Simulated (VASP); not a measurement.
## Ge: single point with LDA

Crystal: Ge.

```
Ge
1.0
     1.39715   -2.60052    0.00000
     1.39715    2.60052    0.00000
     0.00000    0.00000    2.69823
Ge
1
Direct
  0.50000 0.50000 0.00000
```

```
Program             : VASP 6.6.1
Task                : single point
Functional          : LDA
Potentials or basis : VASP PAW LDA potentials, release 64 (Ge_d)
Cutoff              : 520 eV
k mesh              : 3 × 3 × 3
Occupations         : methfessel-paxton, width 0.1 eV
Spin                : no spin polarisation
```

```json
{
 "Pressure": "-7.9 GPa",
 "Band gap on the k mesh": "zero (band 7 reaches 12.47 eV, above the bottom of band 8 at 2.79 eV)"
}
```

Stress tensor (GPa, compression positive):
```
 -2.96   0.00   0.00
  0.00 -12.38   0.00
  0.00   0.00  -8.35
```

Levels at points of the mesh, in eV from the Fermi level:
```csv
k point,band 4,band 5,band 6,band 7,band 8,band 9,band 10,band 11
"(0.00, 0.00, 0.00)",-23.96,-23.95,-12.10,7.31,7.81,9.26,10.99,13.35
```

Wall time 3.1 s on 1 thread of AMD EPYC 9R45 (Zen 5), with other jobs on the host, peak memory 0.09 GiB.

Caveat: the k points lie up to 0.85 Å⁻¹ apart.
